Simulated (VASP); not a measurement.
Here is a VASP 6.6.1 calculation.

Contents of INCAR:

```
SYSTEM = MgWSe3
ALGO = Normal
EDIFF = 1E-6
EDIFFG = -0.01
ENCUT = 600
GGA = PE
IBRION = 2
ISIF = 3
ISMEAR = 0
LASPH = .TRUE.
LCHARG = .FALSE.
LREAL = .FALSE.
LWAVE = .FALSE.
NELM = 100
NSW = 100
PREC = Accurate
SIGMA = 0.1
```

File KPOINTS:

```
k-points
0
G
  8 8 8
  0 0 0
```

Contents of POSCAR:

```
MgWSe3
1.0
    4.8066793831      0.0000000000      0.0000000000
    0.0000000000      4.8066793831      0.0000000000
    0.0000000000      0.0000000000      4.8066793831
Mg W Se
1 1 3
Direct
    0.0000000000      0.0000000000      0.0000000000
    0.5000000000      0.5000000000      0.5000000000
    0.5000000000      0.0000000000      0.0000000000
    0.0000000000      0.5000000000      0.0000000000
    0.0000000000      0.0000000000      0.5000000000
```

Potentials or basis: VASP PAW PBE potentials, release 64 (Mg, W_sv, Se).

The run is started by

```sh
$ cat potpaw_PBE.64/Mg/POTCAR potpaw_PBE.64/W_sv/POTCAR potpaw_PBE.64/Se/POTCAR > POTCAR
$ mpirun -np 1 vasp_std > vasp.out
```

Q: Predict the relaxed volume.

A: 22.36 Å³/atom.

Q: Estimate the space group after relaxing (to 0.05 Å).

A: Pm-3m (No. 221).

The path:
| step | energy change (eV) | largest force (eV/Å) | pressure (GPa) | volume (Å³) |
| --- | --- | --- | --- | --- |
| 1 | 0.0000 | 0.0000 | 0.43 | 111.05 |
| 2 | -0.0009 | 0.0000 | -0.13 | 112.03 |
| 3 | -0.0010 | 0.0000 | 0.00 | 111.79 |
